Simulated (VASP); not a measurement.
Input of a VASP 6.6.1 run:

Contents of INCAR:

```
PREC = Accurate
ENCUT = 600
EDIFF = 1E-6
ISMEAR = 0
SIGMA = 0.1
LREAL = F
LASPH = T
NELM = 60
ALGO = Normal
ISIF = 3
LWAVE = F
LCHARG = F
GGA = PE
IBRION = 2
NSW = 100
EDIFFG = -0.01
```

Contents of KPOINTS:

```
Automatic mesh
0
Gamma
  12 12 14
```

File POSCAR:

```
Ti2AlN3
1.0
    5.3703956879      0.0000000000      0.0000000000
   -2.6851978440      4.6508990941      0.0000000000
    0.0000000000      0.0000000000      2.7275332587
Ti Al N
2 1 3
Direct
    0.6666666667      0.3333333333      0.0000000000
    0.3333333333      0.6666666667      0.0000000000
    0.0000000000      0.0000000000      0.0000000000
    0.5000000000      0.0000000000      0.5000000000
    0.5000000000      0.5000000000      0.5000000000
    0.0000000000      0.5000000000      0.5000000000
```

Potentials or basis: VASP PAW PBE potentials, release 64 (Ti_sv, Al, N).

Launch:

```console
$ cat potpaw_PBE.64/Ti_sv/POTCAR potpaw_PBE.64/Al/POTCAR potpaw_PBE.64/N/POTCAR > POTCAR
$ mpirun -np 1 vasp_std > vasp.out
```

(1) Estimate the band gap on the k mesh.

(2) Predict the relaxed volume.

Answers

(1) zero (bands 21 and 22 overlap by 0.91 eV).

(2) 11.37 Å³/atom.
